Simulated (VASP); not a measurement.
Set up this calculation in VASP 6.6.1, as the native input.

| Quantity | Value |
| --- | --- |
| Task | single point |
| Functional | PBE |
| Potentials or basis | VASP PAW PBE potentials, release 64 (Zn, Se) |
| Cutoff | 520 eV |
| k mesh | 10 × 10 × 10 |
| Occupations | gaussian, width 0.05 eV |
| Spin | no spin polarisation |
| Dipole correction | no |
| Further INCAR settings | ALGO = Normal; EDIFF = 1e-07; NBANDS = 16 |

The structure of ZnSe lies in POSCAR:

```
ZnSe
1.0
    0.0000000000      3.1331871021      2.7771557367
    2.7771557367      0.0000000000      2.7771557367
    2.7771557367      3.1331871021      0.0000000000
Zn Se
1 1
Direct
    0.0000000000      0.0000000000      0.0000000000
    0.7500000000      0.7500000000      0.7500000000
```

This cell differs from its parent crystal: volume 24.165 Å^3 an atom, c/a of the conventional cell 1.1282.

One way to write it, as run:

INCAR

```
SYSTEM = ZnSe
PREC = Accurate
ENCUT = 520
EDIFF = 1E-7
ISMEAR = 0
SIGMA = 0.05
LREAL = .FALSE.
LASPH = .TRUE.
NELM = 80
ALGO = Normal
ISIF = 2
LWAVE = .FALSE.
LCHARG = .TRUE.
GGA = PE
LELF = .TRUE.
LVHAR = .TRUE.
NBANDS = 16
```

KPOINTS

```
Automatic mesh
0
G
  10 10 10
  0 0 0
```

Potentials or basis: VASP PAW PBE potentials, release 64 (Zn, Se).

Command:

```bash
$ cat potpaw_PBE.64/Zn/POTCAR potpaw_PBE.64/Se/POTCAR > POTCAR
$ mpirun -np 1 vasp_std > vasp.out
```

It gave:

```json
{"Pressure": "-1.4 GPa", "Band gap on the k mesh": "0.81 eV, direct"}
```

Run time: 27 s on 1 thread of Intel(R) Xeon(R) 6975P-C (Granite Rapids), on a shared host, peak memory 0.23 GiB.
